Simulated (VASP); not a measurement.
## MnO2: single point with PBE+U

MnO2:

```xyz
3
Lattice="2.9200 0.0000 0.0000 -1.4600 2.5288 0.0000 0.0000 0.0000 5.2241" Properties=species:S:1:pos:R:3 pbc="T T T"
Mn    0.0000    0.0000    0.0000
O     0.0000    1.6858    0.9517
O     1.4600    0.8429    4.2724
```

- Program: VASP 6.6.1
- Task: single point
- Functional: PBE
- Potentials or basis: VASP PAW PBE potentials, release 64 (Mn_pv, O)
- Cutoff: 520 eV
- k mesh: 10 × 10 × 6
- Occupations: gaussian, width 0.05 eV
- Spin: collinear spin, ferrimagnetic start
- Starting moments: [3.15, -0.15, -0.15] μB
- Hubbard terms: Mn d U = 3.9 eV
- Dipole correction: no
- Further INCAR settings: ALGO = Normal; EDIFF = 1e-06; NBANDS = 24

| Property | Result |
| --- | --- |
| Pressure | 0.6 GPa |
| Largest force | 0.088 eV/Å |
| Band gap on the k mesh | 1.79 eV, indirect (least direct gap 1.97 eV) |
| Net moment | 3.00 μB per cell |
| Site moments | Mn +3.24; O -0.13 μB |
| Valence electrons inside the program's atomic spheres | Mn 11.60; O 4.98 |

Forces on the atoms (eV/Å):
```
Mn   0.000  0.000  0.000
O    0.000  0.000  0.088
O    0.000  0.000 -0.088
```

Stress tensor (GPa, compression positive):
```
0.46 0.00 0.00
0.00 0.46 0.00
0.00 0.00 0.77
```

Levels at points of the mesh, in eV from the valence-band top:
Spin up:
```tsv
k point	band 10	band 11	band 12	band 13	band 14	band 15	band 16	band 17	band 18	band 19
(0.00, 0.00, 0.00)	-3.48	-0.73	-0.47	-0.47	-0.44	3.13	3.13	7.19	10.66	13.20
(0.50, 0.00, 0.00)	-3.11	-2.53	-1.96	-1.43	-1.14	2.30	2.99	11.99	12.85	13.99
(0.00, 0.00, 0.50)	-3.48	-1.06	-0.48	-0.48	-0.48	3.14	3.14	9.03	9.15	12.57
(0.50, 0.00, 0.50)	-3.11	-2.50	-1.94	-1.52	-0.91	2.30	2.96	11.50	12.89	13.85
```
Spin down:
```
           k point  band 9  band 10  band 11  band 12  band 13  band 14
(0.00, 0.00, 0.00)   -0.70    -0.70    -0.62     3.04     3.04     4.34
(0.50, 0.00, 0.00)   -2.09    -1.94    -1.26     3.11     3.65     3.91
(0.00, 0.00, 0.50)   -1.22    -0.71    -0.71     3.04     3.04     4.37
(0.50, 0.00, 0.50)   -2.07    -1.91    -1.04     3.12     3.65     3.92
```

Eigenvalues of the final occupation matrices:
```tsv
site	spin	trace	eigenvalues
site 1 d	1	4.01	0.56 0.56 0.96 0.96 0.96
site 1 d	2	0.84	0.07 0.07 0.07 0.31 0.31
```

It took 3.8 min on 1 thread of AMD EPYC 9R45 (shared host), peak memory 0.21 GiB.

Caveat: a cell with one magnetic atom can't hold antiferromagnetic order, which such compounds often take. The state reached can hang on the start; a lower one may exist.
